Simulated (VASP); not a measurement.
Bi2Te3, 5 atoms in the cell. Symmetry: R-3m, No. 166, trigonal system. Conventional cell: a = 4.487 Å, b = 4.487 Å, c = 32.678 Å, α = 90.00°, β = 90.00°, γ = 120.00°. Within 4.1 Å of Bi (site symmetry 3m) lie 6 Te at 3.11 to 3.31 Å. Te (site symmetry -3m) has 6 Bi at 3.31 Å and 12 Te at 4.49 to 4.59 Å within 4.6 Å. Within 4.2 Å of Te (site symmetry 3m) lie 3 Bi at 3.11 Å and 3 Te at 4.20 Å. 

| Quantity | Value |
| --- | --- |
| Program | VASP 6.6.1 |
| Task | relaxation of shape and atoms at fixed volume |
| Functional | PBE |
| Potentials or basis | VASP PAW PBE potentials, release 64 (Bi_d, Te) |
| Cutoff | 600 eV |
| k mesh | 8 × 8 × 8 |
| Occupations | gaussian, width 0.05 eV |
| Spin | no spin polarisation |
| Dipole correction | no |
| Further INCAR settings | ALGO = Normal; EDIFF = 1e-06; IBRION = 2; EDIFFG = -0.01; NSW = 60; ISIF = 4 |

Potentials or basis: VASP PAW PBE potentials, release 64 (Bi_d, Te).

Run with:

```console
$ cat potpaw_PBE.64/Bi_d/POTCAR potpaw_PBE.64/Te/POTCAR > POTCAR
$ mpirun -np 1 vasp_std > vasp.out
```

Hardware: 1 thread of Intel(R) Xeon(R) 6975P-C (Granite Rapids), on a shared host.

Q: How long does it take, and how much memory?

A: Run time: 2.3 h on 1 thread of Intel(R) Xeon(R) 6975P-C (Granite Rapids), with other jobs on the host, peak memory 1.6 GiB. Counts: scf iterations 67, k points 65, ion steps 9.
